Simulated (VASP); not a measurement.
Runs of VASP 6.6.1 on AgI. The structure is that of space group F-43m (No. 216), or close to it. The cells are those of the table. 

```csv
task,cell,cutoff (eV),gap on the mesh (eV),pressure (GPa)
electric field gradients,"a = 4.607 Å, angles 60.0°, 2 atoms",400,1.34,1.4
electric field gradients,"a = 4.637 Å, angles 60.0°, 2 atoms",400,1.34,(b)
single point,"a = 4.546 Å, angles 60.0°, 2 atoms",500,1.34,3.0
electric field gradients,"a = 4.515 Å, angles 60.0°, 2 atoms",400,1.34,3.7
single point,"a = 4.637 Å, angles 60.0°, 2 atoms",500,1.34,0.9
electric field gradients,"a = 4.577 Å, angles 60.0°, 2 atoms",400,1.34,2.1
single point,"a = 4.607 Å, angles 60.0°, 2 atoms",500,1.34,1.5
electric field gradients,"a = 4.546 Å, angles 60.0°, 2 atoms",400,1.34,(a)
```

Alike in all rows: level PBE; potentials or basis VASP PAW PBE potentials, release 64 (Ag, I); no spin polarisation; k mesh 7 × 7 × 7; smearing fermi-dirac 0.01 eV.

Estimate the missing entries.

(a) 2.8; (b) 0.7.

Caveats: spin-orbit coupling is left out, which moves the levels of the heavy elements; the cell stands under pressure (at least some runs).

A k mesh can miss the band edges, and the runs leave out spin-orbit coupling on Ag, I.
